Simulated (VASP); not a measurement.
A run of VASP 6.6.1 is set up as follows.

File INCAR:

```
SYSTEM = La2Y2O
PREC = Accurate
ENCUT = 520
EDIFF = 1E-7
ISMEAR = 0
SIGMA = 0.1
LREAL = .FALSE.
LASPH = .TRUE.
NELM = 80
ALGO = Normal
ISIF = 2
LWAVE = .FALSE.
LCHARG = .FALSE.
GGA = PE
NBANDS = 33
```

File KPOINTS:

```
regular mesh
0
G
  12 12 4
  0 0 0
```

File POSCAR:

```
La2Y2O
1.0
    3.7116501976      0.0000000000      0.0000000000
   -1.8558250988      3.2143833611      0.0000000000
    0.0000000000      0.0000000000     12.1019698954
La Y O
2 2 1
Direct
    0.3333333333      0.6666666667      0.1175839153
    0.6666666667      0.3333333333      0.8824160847
    0.6666666667      0.3333333333      0.3871093375
    0.3333333333      0.6666666667      0.6128906625
    0.0000000000      0.0000000000      0.0000000000
```

Potentials or basis: VASP PAW PBE potentials, release 64 (La, Y_sv, O).

Launch:

```console
$ cat potpaw_PBE.64/La/POTCAR potpaw_PBE.64/Y_sv/POTCAR potpaw_PBE.64/O/POTCAR > POTCAR
$ mpirun -np 1 vasp_std > vasp.out
```

Predict the band gap on the k mesh.

zero (bands 25 and 26 overlap by 0.63 eV).

What does it give for the pressure?

-0.1 GPa.

What does it give for the largest force?

0.012 eV/Å.

Forces in eV/Å, atoms in the order of the input:
```
La   0.000  0.000 -0.012
La   0.000  0.000  0.012
Y    0.000  0.000  0.004
Y    0.000  0.000 -0.004
O    0.000  0.000  0.000
```

Caveat: spin-orbit coupling is left out, which moves the levels of the heavy elements.
